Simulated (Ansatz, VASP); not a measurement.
**Two plane-wave programs on PtWSe4**

File INCAR:

```
ALGO = Normal
EDIFF = 1E-6
EDIFFG = -0.04
ENCUT = 600
GGA = PE
IBRION = 2
ISIF = 3
ISMEAR = 0
LASPH = True
LCHARG = False
LREAL = False
LWAVE = False
NELM = 80
NSW = 90
PREC = Accurate
SIGMA = 0.1
```

File KPOINTS:

```
k-points
0
Gamma
  4 4 4
```

POSCAR

```
PtWSe4
1.0
    4.5708381000      0.0000000000      0.0000000000
    0.0000000000      4.5708381000      0.0000000000
    0.0000000000      0.0000000000      6.5978928100
Pt W Se
1 1 4
Direct
    0.5000000000      0.5000000000      0.0000000000
    0.0000000000      0.0000000000      0.5000000000
    0.5000000000      0.0000000000      0.2657380100
    0.5000000000      0.0000000000      0.7342619900
    0.0000000000      0.5000000000      0.7342619900
    0.0000000000      0.5000000000      0.2657380100
```

Input for Ansatz:

```yaml
crystal:
  lattice:
    - [4.5708381, 0.0, 0.0]
    - [0.0, 4.5708381, 0.0]
    - [0.0, 0.0, 6.59789281]
  atoms:
    - { symbol: Pt, position: [0.5, 0.5, 0.0] }
    - { symbol: W, position: [0.0, 0.0, 0.5] }
    - { symbol: Se, position: [0.5, 0.0, 0.26573801] }
    - { symbol: Se, position: [0.5, 0.0, 0.73426199] }
    - { symbol: Se, position: [0.0, 0.5, 0.73426199] }
    - { symbol: Se, position: [0.0, 0.5, 0.26573801] }
basis:
  ecutwfc: 420
kpoints:
  mp_grid: { grid: [4, 4, 4] }
hamiltonian:
  xc: pbe
scf:
  occupations: { method: gaussian, width: 0.1 }
  lower_state_search: "off"
output:
  forces: true
  stress: true
  eigenvalues: true
relax:
  adjacent_minimum: "off"
  f_tol: 0.04
  max_steps: 70
  cell: { stress_tol: 0.4 }
```

Change from the starting cell: species swapped into the CaSnF4 type (P4/mmm, No. 123).

Alike in both runs: task relaxation of cell and atoms; functional PBE; k mesh 4 × 4 × 4; occupations gaussian, width 0.1 eV; no spin polarisation.

```csv
,VASP,Ansatz
version,VASP 6.6.1,Ansatz 0.2.0
potentials or method,"VASP PAW PBE potentials, release 64 (Pt, W_sv, Se), cutoff 600 eV","scalar-relativistic, plane waves, PAW"
valence electrons in the cell,48,96
```

|  | VASP | Ansatz | Ansatz less VASP |
| --- | --- | --- | --- |
| gap on the k mesh at the Fermi level, each at its own relaxed structure (eV) | none | none | - |
| relaxed volume (Å³/atom) | 20.00 | 19.99 | -0.011 |
| relaxed length of the cell vector where the two differ most in proportion (Å) | 6.245 | 6.239 | -0.0059 |

A gap of «none» marks a metal or a gap that the smearing closes. VASP's potentials hold 48 valence electrons a cell and Ansatz's 96, so a difference there can come from the potentials and not from the codes.

Spin-orbit coupling is off throughout.
